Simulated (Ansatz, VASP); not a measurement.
# Sc2AlP3 in VASP and in Ansatz

Contents of INCAR:

```
SYSTEM = Sc2AlP3
PREC = Accurate
ENCUT = 600
EDIFF = 1E-6
ISMEAR = 0
SIGMA = 0.1
LREAL = .FALSE.
LASPH = .TRUE.
NELM = 100
ALGO = Normal
ISIF = 3
LWAVE = .FALSE.
LCHARG = .FALSE.
GGA = PE
IBRION = 2
NSW = 90
EDIFFG = -0.04
```

KPOINTS

```
regular mesh
0
G
  4 4 4
  0 0 0
```

POSCAR

```
Sc2AlP3
1.0
    4.9738803700      0.0000000000      0.0000000000
    0.0000000000      4.9738803700      0.0000000000
    0.0000000000      0.0000000000      5.0749458700
Sc Al P
2 1 3
Direct
    0.5000000000      0.0000000000      0.2690134800
    0.0000000000      0.5000000000      0.2690134800
    0.0000000000      0.0000000000      0.1067228400
    0.5000000000      0.0000000000      0.7197060700
    0.0000000000      0.5000000000      0.7197060700
    0.0000000000      0.0000000000      0.7037452200
```

Input for Ansatz:

```yaml
crystal:
  lattice:
    - [4.97388037, 0.0, 0.0]
    - [0.0, 4.97388037, 0.0]
    - [0.0, 0.0, 5.07494587]
  atoms:
    - { symbol: Sc, position: [0.5, 0.0, 0.26901348] }
    - { symbol: Sc, position: [0.0, 0.5, 0.26901348] }
    - { symbol: Al, position: [0.0, 0.0, 0.10672284] }
    - { symbol: P, position: [0.5, 0.0, 0.71970607] }
    - { symbol: P, position: [0.0, 0.5, 0.71970607] }
    - { symbol: P, position: [0.0, 0.0, 0.70374522] }
basis:
  ecutwfc: 420
kpoints:
  mp_grid: { grid: [4, 4, 4] }
hamiltonian:
  xc: pbe
scf:
  occupations: { method: gaussian, width: 0.1 }
  lower_state_search: "off"
output:
  forces: true
  stress: true
  eigenvalues: true
relax:
  adjacent_minimum: "off"
  f_tol: 0.04
  max_steps: 70
  cell: { stress_tol: 0.4 }
```

Alike in both runs: task relaxation of cell and atoms; functional PBE; k mesh 4 × 4 × 4; occupations gaussian, width 0.1 eV; no spin polarisation.

|  | VASP | Ansatz |
| --- | --- | --- |
| version | VASP 6.6.1 | Ansatz 0.2.0 |
| potentials or method | VASP PAW PBE potentials, release 64 (Sc_sv, Al, P), cutoff 600 eV | scalar-relativistic, plane waves, PAW |
| valence electrons in the cell | 40 | 40 |

```tsv
	VASP	Ansatz	Ansatz less VASP
gap on the k mesh at the Fermi level, each at its own relaxed structure (eV)	none	none	-
relaxed volume (Å³/atom)	22.34	22.37	+0.030
relaxed length of the cell vector where the two differ most in proportion (Å)	5.080	5.083	+0.0029
```

A gap of «none» marks a metal or a gap that the smearing closes.
